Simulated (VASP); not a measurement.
# Hf (P-1) in VASP: a series of runs

The runs below take Hf through single point, with PBE, r2SCAN.

Program: VASP 6.6.1. These are calculated values, not measurements. Logs are shortened: lines on timing, memory, paths and dates and some standing lists are left out, and cuts for length are marked.

## 1. The cell of the first run

The typed cell holds 1 atom: a = 3.078 Å, b = 3.058 Å, c = 3.476 Å, α = 55.73°, β = 55.49°, γ = 61.24°.

## 2. Single point, PBE

INCAR

```
SYSTEM = Hf
ALGO     = Fast           ! electronic algorithm
EDIFF    = 1E-6           ! SCF threshold, eV
ENCUT    = 520            ! plane-wave cutoff, eV
GGA      = PE             ! functional
ISIF     = 2              ! what is computed and relaxed
ISMEAR   = -1             ! smearing method
LASPH    = .TRUE.         ! aspherical terms in the spheres
LCHARG   = .TRUE.         ! write CHGCAR
LELF     = .TRUE.         ! ELF
LREAL    = .FALSE.        ! projectors in reciprocal space
LVHAR    = .TRUE.       
LWAVE    = .FALSE.        ! write WAVECAR
NBANDS   = 11             ! bands
NELM     = 80             ! most SCF steps
PREC     = Accurate       ! precision mode
SIGMA    = 0.05           ! smearing width, eV
```

KPOINTS

```
k-points
0
G
  11 11 10
  0 0 0
```

POSCAR

```
Hf
1.0
    0.1192699600      2.3430520200      1.9928205800
    2.3210866400      0.1247983600      1.9872921700
    2.4497549800      2.4661919600     -0.0038699800
Hf
1
Direct
    0.0000000000      0.0000000000      0.0000000000
```

Potentials or basis: VASP PAW PBE potentials, release 64 (Hf_pv).

Launch:

```bash
cat potpaw_PBE.64/Hf_pv/POTCAR > POTCAR
mpirun -np 1 vasp_std > vasp.out
```

OUTCAR:

```text
SYSTEM = Hf
   EDIFF = 1E-6
   ENCUT = 520
   GGA = PE
   ISIF = 2
   ISMEAR = -1
   LASPH = .TRUE.
   LREAL = .FALSE.
   NELM = 80
   PREC = Accurate

 ion  position               nearest neighbor table
   1  0.000  0.000  0.000-

  LATTYP: Found a triclinic cell.
 ALAT       =     8.0853201912
 B/A-ratio  =     1.0599326946
 C/A-ratio  =     0.4299299125
 COS(alpha) =     0.0002686543
 COS(beta)  =     0.6444261274
 COS(gamma) =     0.7595425251

  Lattice vectors:

 A1 = (  -2.5596265600,  -4.8109024000,  -5.9729333300)
 A2 = (   2.2206134400,  -2.2215705000,  -7.9734938700)
 A3 = (  -2.4497549800,  -2.4661919600,   0.0038699800)

Analysis of symmetry for initial positions (statically):
=====================================================================
 Subroutine PRICEL returns:
 Original cell was already a primitive cell.

 Routine SETGRP: Setting up the symmetry group for a
 triclinic supercell.

 Subroutine GETGRP returns: Found  2 space group operations
 (whereof  2 operations were pure point group operations)
 out of a pool of  2 trial point group operations.

The static configuration has the point symmetry S_2 .

Analysis of symmetry for dynamics (positions and initial velocities):
=====================================================================
 Subroutine PRICEL returns:
 Original cell was already a primitive cell.

 Routine SETGRP: Setting up the symmetry group for a
 triclinic supercell.

 Subroutine GETGRP returns: Found  2 space group operations
 (whereof  2 operations were pure point group operations)
 out of a pool of  2 trial point group operations.

The dynamic configuration has the point symmetry S_2 .

 Subroutine INISYM returns: Found  2 space group operations
 (whereof  2 operations are pure point group operations),
 and found     1 'primitive' translations

----------------------------------------------------------------------------------------

                                     Primitive cell

  volume of cell :      21.6414

  direct lattice vectors                    reciprocal lattice vectors
     0.119269960  2.343052020  1.992820580    -0.226487975  0.225371345  0.250376994
     2.321086640  0.124798360  1.987292170     0.227514650 -0.225603412  0.251635733
     2.449754980  2.466191960 -0.003869980     0.203666082  0.202781518 -0.250609060

  length of vectors
     3.078222207  3.058160884  3.476121002     0.405928177  0.407406870  0.381320230

  position of ions in fractional coordinates (direct lattice)
     0.000000000  0.000000000  0.000000000

  ion indices of the primitive-cell ions
   primitive index   ion index
                 1           1

----------------------------------------------------------------------------------------

 KPOINTS: k-points

Automatic generation of k-mesh.
 Grid dimensions read from file:
 generate k-points for:   11   11   10

 Generating k-lattice:

  Cartesian coordinates                     Fractional coordinates (reciprocal lattice)
    -0.020589816  0.020488304  0.022761545     0.090909091  0.000000000  0.000000000
     0.020683150 -0.020509401  0.022875976    -0.000000000  0.090909091 -0.000000000
     0.020366608  0.020278152 -0.025060906    -0.000000000 -0.000000000  0.100000000

  Length of vectors
     0.036902562  0.037036988  0.038132023

  Shift w.r.t. Gamma in fractional coordinates (k-lattice)
     0.000000000  0.000000000  0.000000000

 Subroutine IBZKPT returns following result:
 ===========================================

 Found    606 irreducible k-points:

 Following reciprocal coordinates:
            Coordinates               Weight
  0.000000  0.000000  0.000000      1.000000
  0.090909  0.000000  0.000000      2.000000
  0.181818  0.000000  0.000000      2.000000
  0.272727  0.000000  0.000000      2.000000
  0.363636  0.000000  0.000000      2.000000
  0.454545  0.000000  0.000000      2.000000
[... 16 lines left out ...]
  0.454545  0.181818  0.000000      2.000000
 -0.454545  0.181818 -0.000000      2.000000
 [... further k-points ...]
   k-points           NKPTS =    606   k-points in BZ     NKDIM =    606   number of bands    NBANDS=     11
   number of dos      NEDOS =    301   number of ions     NIONS =      1
   total plane-waves  NPLWV =  16128
   dimension x,y,z NGX =    24 NGY =   24 NGZ =   28
   dimension x,y,z NGXF=    48 NGYF=   48 NGZF=   56
   ions per type =               1
   NGX,Y,Z   is equivalent  to a cutoff of  12.96, 13.05, 13.39 a.u.
   NGXF,Y,Z  is equivalent  to a cutoff of  25.92, 26.09, 26.78 a.u.
 SYSTEM =  Hf
   PREC   = accura    normal or accurate (medium, high low for compatibility)
   ISTART =      0    job   : 0-new  1-cont  2-samecut
   ICHARG =      2    charge: 1-file 2-atom 10-const
   ISPIN  =      1    spin polarized calculation?
   LNONCOLLINEAR =      F non collinear calculations
   LSORBIT =      F    spin-orbit coupling
   LASPH  =      T    aspherical Exc in radial PAW
   ENCUT  =  520.0 eV  38.22 Ry    6.18 a.u.   5.72  5.69  6.46*2*pi/ulx,y,z
   NELM   =     80;   NELMIN=  2; NELMDL= -5     # of ELM steps
   EDIFF  = 0.1E-05   stopping-criterion for ELM
   LREAL  =      F    real-space projection
   EDIFFG = 0.1E-04   stopping-criterion for IOM
   NSW    =      0    number of steps for IOM
   IBRION =     -1    ionic relax: 0-MD 1-quasi-New 2-CG
   NFREE  =      0    steps in history (QN), initial steepest desc. (CG)
   ISIF   =      2    stress and relaxation
   ISYM   =      2    0-nonsym 1-usesym 2-fastsym
   POTIM  = 0.5000    time-step for ionic-motion
   TEBEG  =    0.0;   TEEND  =   0.0 temperature during run
   PSTRESS=    0.0 pullay stress
   NELECT =      10.0000    total number of electrons
   NUPDOWN=      -1.0000    fix difference up-down
   EMIN   =  10.00;   EMAX   =-10.00  energy-range for DOS
   EFERMI =   0.00;   METHOD = LEGACY
   ISMEAR =    -1;   SIGMA  =   0.05  broadening in eV -4-tet -1-fermi 0-gaus
   EFERMI_NEDOS =   21; number of points for ismear=-14 and -15
   IALGO  =     68    algorithm
   IMIX   =      4    mixing-type and parameters
     AMIX     =   0.40;   BMIX     =  1.00
     AMIX_MAG =   1.60;   BMIX_MAG =  1.00
  volume/ion in A,a.u.               =      21.64       146.04
  Fermi-wavevector in a.u.,A,eV,Ry     =   1.265647  2.391727 21.794676  1.601863
  Thomas-Fermi vector in A             =   2.398890
   LORBIT       =      0    0 simple, 1 ext, 2 COOP (PROOUT), +10 PAW based schemes
   GGA     = PE    functional components
   LHFCALC =     F    Hartree Fock is set to
   AEXX    =    0.0000 exact exchange contribution
   IVDW    =     0    specifies the selected vdW correction
   LEPSILON=     F    determine dielectric tensor
   LRPA    =     F    only Hartree local field effects (RPA)
 non-spin polarized calculation
 RMM-DIIS sequential band-by-band and
  energy-cutoff  :      520.00
  volume of cell :       21.64
 maximum number of plane-waves:       595
   NGX = 11   NGY = 11   NGZ = 13

 number of electron      10.0000000 magnetization

 Free energy of the ion-electron system (eV)
  ---------------------------------------------------
  ext. energy  EPLUGINS =         0.00000000
  ---------------------------------------------------
  free energy    TOTEN  =        -9.79136397 eV

  energy without entropy =       -9.77874177  energy(sigma->0) =       -9.78505287

 E-fermi :   4.8905     XC(G=0): -11.4316

 val. band max:        4.8893001598   @ k =   0.4545   0.0000   0.2000
 cond. band min:       4.8918619600   @ k =  -0.3636  -0.1818   0.2000
 fundamental gap:      0.0025618002
 Fermi energy:         4.8904803314

 k-point     1 :       0.0000    0.0000    0.0000
  band No.  band energies     occupation
      1     -24.9408      2.00000
      2     -24.9165      2.00000
      3     -24.8617      2.00000
      4      -2.3405      2.00000
      5       5.3349      0.00028
      6       6.8452      0.00000
      7       7.3304      0.00000
      8       8.0376      0.00000
      9      10.2860      0.00000
     10      16.7776      0.00000
     11      18.5653      0.00000

 k-point     2 :       0.0909    0.0000    0.0000
  band No.  band energies     occupation
      1     -24.9748      2.00000
      2     -24.9590      2.00000
      3     -24.8939      2.00000
      4      -2.0171      2.00000
      5       5.4529      0.00003
      6       6.5685      0.00000
      7       7.4743      0.00000
      8       7.9146      0.00000
      9       9.9835      0.00000
     10      17.5043      0.00000
     11      19.2269      0.00000

 k-point     3 :       0.1818    0.0000    0.0000
  band No.  band energies     occupation
      1     -25.1838      2.00000
      2     -25.0076      2.00000
      3     -24.9224      2.00000
      4      -1.1268      2.00000
      5       5.5279      0.00001
      6       5.8415      0.00000
      7       7.9964      0.00000
      8       8.0332      0.00000
      9       9.4345      0.00000
     10      17.9607      0.00000
     11      18.1854      0.00000

 k-point     4 :       0.2727    0.0000    0.0000
  band No.  band energies     occupation
      1     -25.4543      2.00000
      2     -25.0704      2.00000
      3     -24.9513      2.00000
      4       0.0564      2.00000
      5       5.2019      0.00394
      6       5.2444      0.00169
      7       8.3832      0.00000
      8       8.9235      0.00000
      9       9.4976      0.00000
     10      16.5851      0.00000
     11      18.1725      0.00000
[... 239 lines left out ...]
 k-point    22 :       0.3636    0.1818   -0.0000
  band No.  band energies     occupation
      1     -25.5515      2.00000
      2     -25.2371      2.00000
      3     -25.0792      2.00000
      4       1.5314      2.00000
      5       4.2527      1.99999
      6       6.1109      0.00000
      7       6.9274      0.00000
      8       9.6688      0.00000
      9      10.8199      0.00000
     10      17.3502      0.00000
     11      18.1974      0.00000

 k-point    23 :       0.4545    0.1818    0.0000
  band No.  band energies     occupation
      1     -25.6961      2.00000
      2     -25.2646      2.00000
      3     -25.1354      2.00000
      4       2.1976      2.00000
      5       4.4607      1.99963
      6       5.7875      0.00000
      7       6.4620      0.00000
      8      11.3072      0.00000
      9      11.9459      0.00000
     10      15.4647      0.00000
     11      18.5923      0.00000

 k-point    24 :      -0.4545    0.1818   -0.0000
  band No.  band energies     occupation
      1     -25.7496      2.00000
      2     -25.2525      2.00000
      3     -25.1819      2.00000
      4       2.4329      2.00000
      5       4.5633      1.99712
      6       5.5996      0.00000
      7       6.6100      0.00000
      8      11.5250      0.00000
      9      12.4139      0.00000
     10      14.5750      0.00000
     11      19.0888      0.00000

 [... further k-points ...]
[... 5 lines left out ...]
  --------------------------------------------------------------------------------------
  -------------------------------------------------------------------------------------
  Total        0.4533597      0.3676856      0.5865091     -0.2464017      0.0155510      0.0683494
  in kB       33.5634995     27.2208079     43.4209292    -18.2418170      1.1512847      5.0600987
  external PRESSURE =      34.7350789 kB  Pullay stress =       0.0000000 kB

 VOLUME and BASIS-vectors are now :
 -----------------------------------------------------------------------------
  energy-cutoff  :      520.00
  volume of cell :       21.64
      direct lattice vectors                 reciprocal lattice vectors
     0.119269960  2.343052020  1.992820580    -0.226487975  0.225371345  0.250376994
     2.321086640  0.124798360  1.987292170     0.227514650 -0.225603412  0.251635733
     2.449754980  2.466191960 -0.003869980     0.203666082  0.202781518 -0.250609060

 POSITION                                       TOTAL-FORCE (eV/Angst)
 -----------------------------------------------------------------------------------
      0.00000      0.00000      0.00000         0.000000      0.000000      0.000000
 -----------------------------------------------------------------------------------
    total drift:                               -0.000000     -0.000000      0.000000

  FREE ENERGIE OF THE ION-ELECTRON SYSTEM (eV)
  ---------------------------------------------------
  free  energy   TOTEN  =        -9.7913639667 eV

  energy  without entropy=       -9.7787417742  energy(sigma->0) =       -9.78505287
```

It took 82 s on 1 thread of Intel Xeon Platinum 8375C at 2.90GHz (Ice Lake), shared host; peak memory 0.26 GiB.

What came out:

```
Free energy            : -9.7914 eV
Pressure               : 3.5 GPa
Band gap on the k mesh : zero (band 5 reaches 5.73 eV, above the bottom of band 6 at 4.26 eV)
```

Stress tensor (GPa, compression positive):
```
 3.36 -1.82  0.51
-1.82  2.72  0.12
 0.51  0.12  4.34
```

Levels at points of the mesh, in eV from the Fermi level:
```
           k point  band 3  band 4  band 5  band 6  band 7  band 8
(0.00, 0.00, 0.00)  -29.75   -7.23    0.44    1.95    2.44    3.15
(0.00, 0.00, 0.50)  -29.80   -3.75    0.47    1.07    2.05    4.97
```

Caveat: spin-orbit coupling is left out, which moves the levels of the heavy elements.

## 3. Single point, r2SCAN, non-collinear spin, zero start, spin-orbit coupling

POSCAR is that of step 2.

INCAR.step1

```
PREC = Accurate
ENCUT = 520
ISMEAR = -1
SIGMA = 0.05
LREAL = False
LASPH = True
NELM = 150
MAGMOM = 0 0 0
LSORBIT = True
GGA_COMPAT = False
LMAXMIX = 4
NBANDS = 21
GGA = PE
ALGO = Normal
EDIFF = 1E-4
LWAVE = True
LCHARG = False
```

INCAR.step2

```
PREC = Accurate
ENCUT = 520
EDIFF = 1E-6
ISMEAR = -1
SIGMA = 0.05
LREAL = False
LASPH = True
NELM = 150
ALGO = Normal
ISIF = 2
LWAVE = False
LCHARG = False
MAGMOM = 0 0 0
LORBIT = 11
LSORBIT = True
GGA_COMPAT = False
LORBMOM = True
LMAXMIX = 4
METAGGA = R2SCAN
LMIXTAU = True
NBANDS = 21
ISTART = 1
```

KPOINTS

```
regular mesh
0
Gamma
  8 8 7
```

Potentials or basis: VASP PAW PBE potentials, release 64 (Hf_pv).

Launch:

```bash
cat potpaw_PBE.64/Hf_pv/POTCAR > POTCAR
cp INCAR.step1 INCAR
mpirun -np 1 vasp_ncl > vasp.out
cp INCAR.step2 INCAR
mpirun -np 1 vasp_ncl > vasp.out
```

OUTCAR:

```text
PREC = Accurate
   ENCUT = 520
   EDIFF = 1E-6
   ISMEAR = -1
   LREAL = False
   LASPH = True
   NELM = 150
   ISIF = 2
   LORBIT = 11
   LSORBIT = True
   METAGGA = R2SCAN
   ISTART = 1

 ion  position               nearest neighbor table
   1  0.000  0.000  0.000-

  LATTYP: Found a triclinic cell.
 ALAT       =     8.0853201912
 B/A-ratio  =     1.0599326946
 C/A-ratio  =     0.4299299125
 COS(alpha) =     0.0002686543
 COS(beta)  =     0.6444261274
 COS(gamma) =     0.7595425251

  Lattice vectors:

 A1 = (  -2.5596265600,  -4.8109024000,  -5.9729333300)
 A2 = (   2.2206134400,  -2.2215705000,  -7.9734938700)
 A3 = (  -2.4497549800,  -2.4661919600,   0.0038699800)

Analysis of symmetry for initial positions (statically):
[... 822 lines left out ...]
 ----------------------------------------
           -0.000  -0.000  -0.000

 Spin-Orbit-Coupling matrix elements

 Ion:    1  E_soc:     -1.3190243
 l=   1
     0.0000000    -0.2118378    -0.2126626
    -0.2118378     0.0000000    -0.2119173
    -0.2126626    -0.2119173     0.0000000
 l=   2
     0.0000000    -0.0016316     0.0000000    -0.0016259    -0.0061336
    -0.0016316     0.0000000    -0.0047094    -0.0016112    -0.0013690
     0.0000000    -0.0047094     0.0000000    -0.0046591     0.0000000
    -0.0016259    -0.0016112    -0.0046591     0.0000000    -0.0013547
    -0.0061336    -0.0013690     0.0000000    -0.0013547     0.0000000
 l=   3
     0.0000000     0.0000000     0.0000000     0.0000000     0.0000000     0.0000000     0.0000000
     0.0000000     0.0000000     0.0000000     0.0000000     0.0000000     0.0000000     0.0000000
     0.0000000     0.0000000     0.0000000     0.0000000     0.0000000     0.0000000     0.0000000
     0.0000000     0.0000000     0.0000000     0.0000000     0.0000000     0.0000000     0.0000000
     0.0000000     0.0000000     0.0000000     0.0000000     0.0000000     0.0000000     0.0000000
     0.0000000     0.0000000     0.0000000     0.0000000     0.0000000     0.0000000     0.0000000
     0.0000000     0.0000000     0.0000000     0.0000000     0.0000000     0.0000000     0.0000000

 total charge

# of ion       s       p       d       tot
------------------------------------------
    1        0.405   6.462   1.602   8.469

 magnetization (x)

# of ion       s       p       d       tot
------------------------------------------
    1        0.000   0.000   0.000   0.000

 magnetization (y)

# of ion       s       p       d       tot
------------------------------------------
    1        0.000   0.000   0.000   0.000

 magnetization (z)

# of ion       s       p       d       tot
------------------------------------------
    1        0.000   0.000   0.000   0.000
```

OUTCAR.step1:

```text
PREC = Accurate
   ENCUT = 520
   ISMEAR = -1
   LREAL = False
   LASPH = True
   NELM = 150
   LSORBIT = True
   GGA = PE
   EDIFF = 1E-4
[... 838 lines left out ...]
     0.0000000     0.0000000     0.0000000     0.0000000     0.0000000     0.0000000     0.0000000
     0.0000000     0.0000000     0.0000000     0.0000000     0.0000000     0.0000000     0.0000000
     0.0000000     0.0000000     0.0000000     0.0000000     0.0000000     0.0000000     0.0000000
     0.0000000     0.0000000     0.0000000     0.0000000     0.0000000     0.0000000     0.0000000
     0.0000000     0.0000000     0.0000000     0.0000000     0.0000000     0.0000000     0.0000000

=======================================================================

 ========================================================
```

OSZICAR.step1:

```text
N       E                     dE             d eps       ncg     rms          rms(c)
DAV:   1     0.289716823543E+02    0.28972E+02   -0.52779E+03  9492   0.901E+02
DAV:   2    -0.959526265671E+01   -0.38567E+02   -0.37138E+02 11729   0.232E+02
DAV:   3    -0.107971316561E+02   -0.12019E+01   -0.11882E+01 11911   0.269E+01
DAV:   4    -0.108047252187E+02   -0.75936E-02   -0.75916E-02 11435   0.249E+00
DAV:   5    -0.108047891808E+02   -0.63962E-04   -0.63962E-04 11752   0.203E-01    0.520E+01
DAV:   6    -0.105605323759E+02    0.24426E+00   -0.19433E-01 11003   0.358E+00    0.305E+01
DAV:   7    -0.104828412208E+02    0.77691E-01   -0.14022E-01 11516   0.297E+00    0.151E+01
DAV:   8    -0.104817016135E+02    0.11396E-02   -0.21814E-02 11634   0.111E+00    0.859E-01
DAV:   9    -0.104794754900E+02    0.22261E-02   -0.72354E-03 11132   0.655E-01    0.130E-01
DAV:  10    -0.104794903661E+02   -0.14876E-04   -0.16137E-04 11043   0.116E-01
   1 F= -.10479490E+02 E0= -.10472410E+02  d E =-.141608E-01  mag=     0.0000     0.0000    -0.0000
```

It took 7.9 min on 1 thread of Intel Xeon Platinum 8559C (Emerald Rapids), shared host; peak memory 0.33 GiB.

What came out:

* Free energy: -45.6541 eV
* Pressure: 2.2 GPa
* Net moment: 0.00 μB per cell
* Valence electrons inside the program's atomic spheres: Hf 8.47

Moments on the atoms (μB; x, y, z):
```
Hf  0.00 0.00 0.00
```

Caveat: the PAW data sets were made with another functional, which shifts forces and pressure a little.
